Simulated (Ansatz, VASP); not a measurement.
**One calculation of Ca, two programs**

INCAR

```
SYSTEM = Ca
PREC     = Accurate       ! precision mode
ENCUT    = 520            ! plane-wave cutoff, eV
EDIFF    = 1E-6           ! SCF threshold, eV
ISMEAR   = 0              ! smearing method
SIGMA    = 0.15           ! smearing width, eV
LREAL    = .False.        ! projectors in reciprocal space
LASPH    = .True.         ! aspherical terms in the spheres
NELM     = 80             ! most SCF steps
ALGO     = Normal         ! electronic algorithm
ISIF     = 2              ! what is computed and relaxed
LWAVE    = .False.        ! write WAVECAR
LCHARG   = .True.         ! write CHGCAR
GGA      = PE             ! functional
LELF     = .True.         ! ELF
LVHAR    = .True.       
NBANDS   = 11             ! bands
```

File KPOINTS:

```
Automatic mesh
0
Gamma
  14 14 14
  0 0 0
```

File POSCAR:

```
Ca
1.0
    0.0000000000      2.7942000000      2.7942000000
    2.8919970000      0.0000000000      2.7942000000
    2.8919970000      2.7942000000      0.0000000000
Ca
1
Direct
    0.0000000000      0.0000000000      0.0000000000
```

Input for Ansatz:

```yaml
crystal:
  lattice:
    - [0.0, 2.7942, 2.7942]
    - [2.891997, 0.0, 2.7942]
    - [2.891997, 2.7942, 0.0]
  atoms:
    - { symbol: Ca, position: [0.0, 0.0, 0.0] }
basis:
  ecutwfc: 420
kpoints:
  mp_grid: { grid: [14, 14, 14] }
hamiltonian:
  xc: pbe
scf:
  occupations: { method: gaussian, width: 0.15 }
output:
  forces: true
  stress: true
  eigenvalues: true
```

Change from the starting cell: strain +0.0350 x Voigt [1, 0, 0, 0, 0, 0], atoms carried along.

Alike in both runs: task single point; functional PBE; k mesh 14 × 14 × 14; occupations gaussian, width 0.15 eV; no spin polarisation.

```csv
,VASP,Ansatz
version,VASP 6.6.1,Ansatz 0.2.0
potentials or method,"VASP PAW PBE potentials, release 64 (Ca_sv), cutoff 520 eV","scalar-relativistic, plane waves, PAW"
valence electrons in the cell,10,10
```

|  | VASP | Ansatz | Ansatz less VASP |
| --- | --- | --- | --- |
| gap on the k mesh at the Fermi level (eV) | none | none | - |
| pressure (GPa) | -1.1 | -1.1 | 0.00 |
| traceless stress, the component that is largest in VASP (GPa) | -0.20 | -0.20 | +0.001 |

A gap of «none» marks a metal or a gap that the smearing closes. The functional is the same, so the differences come from potentials, cutoffs and numerics.
